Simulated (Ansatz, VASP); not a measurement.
# One calculation of Ti, two programs

```
Ti
1.0
    -1.66348    1.66348    1.59694
     1.66348   -1.66348    1.59694
     1.66348    1.66348   -1.59694
Ti
1
Direct
  0.00000 0.00000 0.00000
```

Alike in both runs: task single point; functional LDA; k mesh 22 × 22 × 22; occupations gaussian, width 0.15 eV; no spin polarisation.

|  | VASP | Ansatz |
| --- | --- | --- |
| version | VASP 6.6.1 | Ansatz 0.2.0 |
| potentials or method | VASP PAW LDA potentials, release 64 (Ti_sv), cutoff 520 eV | scalar-relativistic, plane waves, PAW |
| valence electrons in the cell | 12 | 12 |

Ansatz gave:

```
gap on the k mesh at the Fermi level (eV)                     : none
pressure (GPa)                                                : -10.8
traceless stress, the component that is largest in VASP (GPa) : -0.76
```

Question: Which values does VASP return?

Answer: gap on the k mesh at the Fermi level (eV): none; pressure (GPa): -10.9; traceless stress, the component that is largest in VASP (GPa): -0.75.

LDA's correlation is that of Perdew and Zunger in VASP and of Perdew and Wang (1992) in Ansatz. A gap of «none» marks a metal or a gap that the smearing closes.
